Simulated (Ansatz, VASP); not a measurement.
## One calculation of NbSb, two programs

```
Nb Sb
1.0
     0.00000    3.14702    3.14702
     3.14702    0.00000    3.14702
     3.14702    3.14702    0.00000
Nb Sb
1 1
Direct
  0.00000 0.00000 0.00000
  0.25000 0.25000 0.25000
```

Alike in both runs: task single point; functional LDA; k mesh 10 × 10 × 10; occupations gaussian, width 0.05 eV; no spin polarisation.

```csv
,VASP,Ansatz
version,VASP 6.6.1,Ansatz 0.2.0
potentials or method,"VASP PAW LDA potentials, release 64 (Nb_sv, Sb), cutoff 500 eV","scalar-relativistic, plane waves, PAW"
valence electrons in the cell,18,28
```

```csv
,VASP,Ansatz,Ansatz less VASP
gap on the k mesh at the Fermi level (eV),none,none,-
pressure (GPa),-4.3,-4.4,-0.08
```

LDA's correlation is that of Perdew and Zunger in VASP and of Perdew and Wang (1992) in Ansatz. A gap of «none» marks a metal or a gap that the smearing closes. VASP's potentials hold 18 valence electrons a cell and Ansatz's 28, so a difference there can come from the potentials and not from the codes.

Spin-orbit coupling is off throughout.
